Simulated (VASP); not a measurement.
# Ta4H3 (P-4m2) in VASP: single point with PBE

Aim: the single point of Ta4H3 with PBE.

All numbers are computed with VASP 6.6.1; they aren't measurements. Logs are shortened: lines on timing, memory, paths and dates and some standing lists are left out, and cuts for length are marked.

### 1 The cell of the first run

It takes space group P-4m2 (No. 115, tetragonal). The conventional cell has a = 5.610 Å, b = 5.610 Å, c = 2.835 Å, α = 90.00°, β = 90.00°, γ = 90.00°. Within 2.6 Å of Ta (site symmetry 2) lie 4 H at 1.98 to 2.44 Å. H (site symmetry 2mm) has 4 Ta at 1.98 Å within 2.6 Å. Within 3.2 Å of H (site symmetry -4m2) lie 8 Ta at 2.44 Å and 10 H at 2.83 to 3.16 Å.

The cell was generated, and may not be a known phase.

### 2 Single point, PBE

INCAR

```
SYSTEM = Ta4H3
ALGO = Normal ; EDIFF = 1E-6
ENCUT = 500 ; GGA = PE
GGA_COMPAT = .FALSE. ; ISIF = 2
ISMEAR = 0 ; LASPH = .TRUE.
LCHARG = .FALSE. ; LREAL = .FALSE.
LWAVE = .FALSE. ; NBANDS = 32
NELM = 120 ; PREC = Accurate
SIGMA = 0.2
```

KPOINTS

```
k-points
0
G
  3 3 5
  0 0 0
```

POSCAR

```
Ta4H3
1.0
    5.6101796384      0.0000000000      0.0000000000
    0.0000000000      5.6101796384      0.0000000000
    0.0000000000      0.0000000000      2.8348131184
Ta H
4 3
Direct
    0.7498603253      0.7498603253      0.5000000000
    0.2501396747      0.2501396747      0.5000000000
    0.7498603253      0.2501396747      0.5000000000
    0.2501396747      0.7498603253      0.5000000000
    0.0000000000      0.5000000000      0.4902880122
    0.5000000000      0.0000000000      0.5097119878
    0.5000000000      0.5000000000      0.0000000000
```

Potentials or basis: VASP PAW PBE potentials, release 64 (Ta_pv, H).

Launch:

```console
$ cat potpaw_PBE.64/Ta_pv/POTCAR potpaw_PBE.64/H/POTCAR > POTCAR
$ mpirun -np 1 vasp_std > vasp.out
```

OUTCAR:

```text
SYSTEM = Ta4H3
   EDIFF = 1E-6
   ENCUT = 500
   GGA = PE
   ISIF = 2
   ISMEAR = 0
   LASPH = .TRUE.
   LREAL = .FALSE.
   NELM = 120
   PREC = Accurate

 ion  position               nearest neighbor table
   1  0.750  0.750  0.500-   5 1.98   6 1.98   3 2.80   4 2.80   4 2.81   3 2.81
   2  0.250  0.250  0.500-   5 1.98   6 1.98   3 2.80   4 2.80   4 2.81   3 2.81
   3  0.750  0.250  0.500-   5 1.98   6 1.98   1 2.80   2 2.80   2 2.81   1 2.81
   4  0.250  0.750  0.500-   5 1.98   6 1.98   1 2.80   2 2.80   2 2.81   1 2.81
   5  0.000  0.500  0.490-   1 1.98   2 1.98   3 1.98   4 1.98
   6  0.500  0.000  0.510-   1 1.98   2 1.98   3 1.98   4 1.98
   7  0.500  0.500  0.000-

  LATTYP: Found a simple tetragonal cell.
 ALAT       =     5.6101796384
 C/A-ratio  =     0.5052981012

  Lattice vectors:

 A1 = (   5.6101796384,   0.0000000000,   0.0000000000)
 A2 = (   0.0000000000,   5.6101796384,   0.0000000000)
 A3 = (   0.0000000000,   0.0000000000,   2.8348131184)

Analysis of symmetry for initial positions (statically):
=====================================================================
 Subroutine PRICEL returns:
 Original cell was already a primitive cell.

 Routine SETGRP: Setting up the symmetry group for a
 simple tetragonal supercell.

 Subroutine GETGRP returns: Found  8 space group operations
 (whereof  8 operations were pure point group operations)
 out of a pool of 16 trial point group operations.

The static configuration has the point symmetry D_2d.

Analysis of symmetry for dynamics (positions and initial velocities):
=====================================================================
 Subroutine PRICEL returns:
 Original cell was already a primitive cell.

 Routine SETGRP: Setting up the symmetry group for a
 simple tetragonal supercell.

 Subroutine GETGRP returns: Found  8 space group operations
 (whereof  8 operations were pure point group operations)
 out of a pool of 16 trial point group operations.

The dynamic configuration has the point symmetry D_2d.

 Subroutine INISYM returns: Found  8 space group operations
 (whereof  8 operations are pure point group operations),
 and found     1 'primitive' translations

----------------------------------------------------------------------------------------

                                     Primitive cell

  volume of cell :      89.2232

  direct lattice vectors                    reciprocal lattice vectors
     5.610179638  0.000000000  0.000000000     0.178247412  0.000000000  0.000000000
     0.000000000  5.610179638  0.000000000     0.000000000  0.178247412  0.000000000
     0.000000000  0.000000000  2.834813118     0.000000000  0.000000000  0.352756940

  length of vectors
     5.610179638  5.610179638  2.834813118     0.178247412  0.178247412  0.352756940

  position of ions in fractional coordinates (direct lattice)
     0.749860325  0.749860325  0.500000000
     0.250139675  0.250139675  0.500000000
     0.749860325  0.250139675  0.500000000
     0.250139675  0.749860325  0.500000000
     0.000000000  0.500000000  0.490288012
     0.500000000  0.000000000  0.509711988
     0.500000000  0.500000000  0.000000000

  ion indices of the primitive-cell ions
   primitive index   ion index
                 1           1
                 2           2
                 3           3
                 4           4
                 5           5
                 6           6
                 7           7

----------------------------------------------------------------------------------------

 KPOINTS: k-points

Automatic generation of k-mesh.
 Grid dimensions read from file:
 generate k-points for:    3    3    5

 Generating k-lattice:

  Cartesian coordinates                     Fractional coordinates (reciprocal lattice)
     0.059415804  0.000000000  0.000000000     0.333333333  0.000000000  0.000000000
     0.000000000  0.059415804  0.000000000     0.000000000  0.333333333  0.000000000
     0.000000000  0.000000000  0.070551388     0.000000000  0.000000000  0.200000000

  Length of vectors
     0.059415804  0.059415804  0.070551388

  Shift w.r.t. Gamma in fractional coordinates (k-lattice)
     0.000000000  0.000000000  0.000000000

 Subroutine IBZKPT returns following result:
 ===========================================

 Found      9 irreducible k-points:

 Following reciprocal coordinates:
            Coordinates               Weight
  0.000000  0.000000  0.000000      1.000000
  0.333333  0.000000  0.000000      4.000000
  0.333333  0.333333  0.000000      4.000000
  0.000000  0.000000  0.200000      2.000000
  0.333333  0.000000  0.200000      8.000000
  0.333333  0.333333  0.200000      8.000000
  0.000000  0.000000  0.400000      2.000000
  0.333333  0.000000  0.400000      8.000000
  0.333333  0.333333  0.400000      8.000000
   k-points           NKPTS =      9   k-points in BZ     NKDIM =      9   number of bands    NBANDS=     32
   number of dos      NEDOS =    301   number of ions     NIONS =      7
   total plane-waves  NPLWV =  42336
   dimension x,y,z NGX =    42 NGY =   42 NGZ =   24
   dimension x,y,z NGXF=    84 NGYF=   84 NGZF=   48
   ions per type =               4   3
   NGX,Y,Z   is equivalent  to a cutoff of  12.45, 12.45, 14.07 a.u.
   NGXF,Y,Z  is equivalent  to a cutoff of  24.89, 24.89, 28.15 a.u.
 SYSTEM =  Ta4H3
   PREC   = accura    normal or accurate (medium, high low for compatibility)
   ISTART =      0    job   : 0-new  1-cont  2-samecut
   ICHARG =      2    charge: 1-file 2-atom 10-const
   ISPIN  =      1    spin polarized calculation?
   LNONCOLLINEAR =      F non collinear calculations
   LSORBIT =      F    spin-orbit coupling
   LASPH  =      T    aspherical Exc in radial PAW
   ENCUT  =  500.0 eV  36.75 Ry    6.06 a.u.  10.23 10.23  5.17*2*pi/ulx,y,z
   NELM   =    120;   NELMIN=  2; NELMDL= -5     # of ELM steps
   EDIFF  = 0.1E-05   stopping-criterion for ELM
   LREAL  =      F    real-space projection
   EDIFFG = 0.1E-04   stopping-criterion for IOM
   NSW    =      0    number of steps for IOM
   IBRION =     -1    ionic relax: 0-MD 1-quasi-New 2-CG
   NFREE  =      0    steps in history (QN), initial steepest desc. (CG)
   ISIF   =      2    stress and relaxation
   ISYM   =      2    0-nonsym 1-usesym 2-fastsym
   POTIM  = 0.5000    time-step for ionic-motion
   TEBEG  =    0.0;   TEEND  =   0.0 temperature during run
   PSTRESS=    0.0 pullay stress
   NELECT =      47.0000    total number of electrons
   NUPDOWN=      -1.0000    fix difference up-down
   EMIN   =  10.00;   EMAX   =-10.00  energy-range for DOS
   EFERMI =   0.00;   METHOD = LEGACY
   ISMEAR =     0;   SIGMA  =   0.20  broadening in eV -4-tet -1-fermi 0-gaus
   EFERMI_NEDOS =   21; number of points for ismear=-14 and -15
   IALGO  =     38    algorithm
   IMIX   =      4    mixing-type and parameters
     AMIX     =   0.40;   BMIX     =  1.00
     AMIX_MAG =   1.60;   BMIX_MAG =  1.00
  volume/ion in A,a.u.               =      12.75        86.02
  Fermi-wavevector in a.u.,A,eV,Ry     =   1.322152  2.498505 23.784161  1.748087
  Thomas-Fermi vector in A             =   2.451854
   LORBIT       =      0    0 simple, 1 ext, 2 COOP (PROOUT), +10 PAW based schemes
   GGA     = PE    functional components
   LHFCALC =     F    Hartree Fock is set to
   AEXX    =    0.0000 exact exchange contribution
   IVDW    =     0    specifies the selected vdW correction
   LEPSILON=     F    determine dielectric tensor
   LRPA    =     F    only Hartree local field effects (RPA)
 non-spin polarized calculation
 Gauss-broadening in eV      SIGMA  =   0.20
  energy-cutoff  :      500.00
  volume of cell :       89.22
 maximum number of plane-waves:      2279
 NGX is ok and might be reduce to    42
   NGX = 21   NGY = 21   NGZ = 11

 number of electron      46.9999984 magnetization

 Free energy of the ion-electron system (eV)
  ---------------------------------------------------
  ext. energy  EPLUGINS =         0.00000000
  ---------------------------------------------------
  free energy    TOTEN  =       -54.06267889 eV

  energy without entropy =      -54.03615693  energy(sigma->0) =      -54.04941791

 E-fermi :   4.9059     XC(G=0): -11.8201

 val. band max:        4.6117057727   @ k =   0.3333   0.0000   0.2000
 cond. band min:       4.9719388661   @ k =   0.3333   0.3333   0.2000
 fundamental gap:      0.3602330934
 Fermi energy:         4.9058971369

 k-point     1 :       0.0000    0.0000    0.0000
  band No.  band energies     occupation
      1     -30.1506      2.00000
      2     -29.9857      2.00000
      3     -29.9148      2.00000
      4     -29.9148      2.00000
      5     -29.0604      2.00000
      6     -29.0604      2.00000
[... 24 lines left out ...]
     31       8.6231      0.00000
     32       9.9651      0.00000

 k-point     2 :       0.3333    0.0000    0.0000
  band No.  band energies     occupation
      1     -30.0554      2.00000
      2     -29.9573      2.00000
      3     -29.8046      2.00000
      4     -29.6921      2.00000
      5     -29.3228      2.00000
      6     -29.2290      2.00000
[... 24 lines left out ...]
     31       7.9275      0.00000
     32       8.7002      0.00000
[... 208 lines left out ...]
     31       8.0455      0.00000
     32       9.0588      0.00000

 k-point     9 :       0.3333    0.3333    0.4000
  band No.  band energies     occupation
      1     -29.7717      2.00000
      2     -29.7617      2.00000
      3     -29.7001      2.00000
      4     -29.6986      2.00000
      5     -29.6578      2.00000
      6     -29.6361      2.00000
[... 24 lines left out ...]
     31       7.8543      0.00000
     32       8.3513      0.00000

------------------------ aborting loop because EDIFF is reached ----------------------------------------

  FORCE on cell =-STRESS in cart. coord.  units (eV):
  Direction    XX          YY          ZZ          XY          YZ          ZX
  --------------------------------------------------------------------------------------
  -------------------------------------------------------------------------------------
  Total        0.0977249      0.0977249     -0.1033886      0.0000000      0.0000000      0.0000000
  in kB        1.7548410      1.7548410     -1.8565442      0.0000000      0.0000000      0.0000000
  external PRESSURE =       0.5510459 kB  Pullay stress =       0.0000000 kB

 VOLUME and BASIS-vectors are now :
 -----------------------------------------------------------------------------
  energy-cutoff  :      500.00
  volume of cell :       89.22
      direct lattice vectors                 reciprocal lattice vectors
     5.610179638  0.000000000  0.000000000     0.178247412  0.000000000  0.000000000
     0.000000000  5.610179638  0.000000000     0.000000000  0.178247412  0.000000000
     0.000000000  0.000000000  2.834813118     0.000000000  0.000000000  0.352756940

 POSITION                                       TOTAL-FORCE (eV/Angst)
 -----------------------------------------------------------------------------------
      4.20685      4.20685      1.41741         0.006383      0.006383      0.000000
      1.40333      1.40333      1.41741        -0.006383     -0.006383      0.000000
      4.20685      1.40333      1.41741         0.006383     -0.006383      0.000000
      1.40333      4.20685      1.41741        -0.006383      0.006383     -0.000000
      0.00000      2.80509      1.38987        -0.000000      0.000000      0.018740
      2.80509      0.00000      1.44494        -0.000000      0.000000     -0.018740
      2.80509      2.80509      0.00000        -0.000000      0.000000      0.000000
 -----------------------------------------------------------------------------------
    total drift:                                0.000000      0.000000      0.000000

  FREE ENERGIE OF THE ION-ELECTRON SYSTEM (eV)
  ---------------------------------------------------
  free  energy   TOTEN  =       -54.0626788930 eV

  energy  without entropy=      -54.0361569267  energy(sigma->0) =      -54.04941791
```

Run time: 46 s. Hardware: 1 thread of Intel Xeon 8259CL, shared host; peak memory 0.2 GiB.

Results:

```
Free energy            : -54.0627 eV
Pressure               : 0.1 GPa
Largest force          : 0.019 eV/Å
Band gap on the k mesh : zero (an odd number of electrons rules out a gap without spin polarisation)
```

Forces in eV/Å, atoms in the order of the input:
```
Ta   0.006  0.006  0.000
Ta  -0.006 -0.006  0.000
Ta   0.006 -0.006  0.000
Ta  -0.006  0.006  0.000
H    0.000  0.000  0.019
H    0.000  0.000 -0.019
H    0.000  0.000  0.000
```

Levels at points of the mesh, in eV from the Fermi level:
| k point | band 19 | band 20 | band 21 | band 22 | band 23 | band 24 | band 25 | band 26 | band 27 | band 28 |
| --- | --- | --- | --- | --- | --- | --- | --- | --- | --- | --- |
| (0.00, 0.00, 0.00) | -2.89 | -2.43 | -1.94 | -1.94 | -1.61 | 1.36 | 1.36 | 1.43 | 1.61 | 2.38 |

Caveat: the k points lie up to 0.44 Å⁻¹ apart, too coarse for converged energies and pressures of a metal; spin-orbit coupling is left out, which moves the levels of the heavy elements; an odd number of electrons without spin polarisation forces a metal; a magnetic or distorted state may lie lower.

The gap in the log of VASP goes by the Fermi energy; the results here count the filled bands.